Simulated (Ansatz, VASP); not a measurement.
# One calculation of H, two programs

Contents of INCAR:

```
  PREC = Accurate
  ENCUT = 520
  EDIFF = 1E-7
  ISMEAR = 0
  SIGMA = 0.05
  LREAL = False
  LASPH = True
  NELM = 100
  ALGO = Normal
  ISIF = 2
  LWAVE = False
  LCHARG = False
  GGA = PS
  NBANDS = 6
```

The input KPOINTS:

```
regular mesh
0
Gamma
  10 10 26
```

Contents of POSCAR:

```
H
1.0
    2.5436531893      0.0000000000      0.0000000000
    0.0000000000      2.5436531893      0.0000000000
    0.0000000000      0.0000000000      1.0197126368
H
1
Direct
    0.0000000000      0.0000000000      0.5000000000
```

Input for Ansatz:

```yaml
crystal:
  lattice:
    - [2.5436531893, 0.0, 0.0]
    - [0.0, 2.5436531893, 0.0]
    - [0.0, 0.0, 1.0197126368]
  atoms:
    - { symbol: H, position: [0.0, 0.0, 0.5] }
basis:
  ecutwfc: 420
kpoints:
  mp_grid: { grid: [10, 10, 26] }
hamiltonian:
  xc: pbesol
scf:
  occupations: { method: gaussian, width: 0.05 }
output:
  forces: true
  stress: true
  eigenvalues: true
```

Change from the starting cell: strain -0.040 along x and y, +0.040 along z, atoms carried along.

Alike in both runs: task single point; functional PBEsol; k mesh 10 × 10 × 26; occupations gaussian, width 0.05 eV; no spin polarisation.

|  | VASP | Ansatz |
| --- | --- | --- |
| version | VASP 6.6.1 | Ansatz 0.2.0 |
| potentials or method | VASP PAW PBE potentials, release 64 (H), cutoff 520 eV | scalar-relativistic, plane waves, PAW |
| valence electrons in the cell | 1 | 1 |

|  | VASP | Ansatz | Ansatz less VASP |
| --- | --- | --- | --- |
| gap on the k mesh at the Fermi level (eV) | none | none | - |
| pressure (GPa) | -2.3 | -2.1 | +0.26 |
| traceless stress, the component that is largest in VASP (GPa) | -6.91 | -6.90 | +0.006 |

VASP's potentials were made for PBE, not for PBEsol. A gap of «none» marks a metal or a gap that the smearing closes.
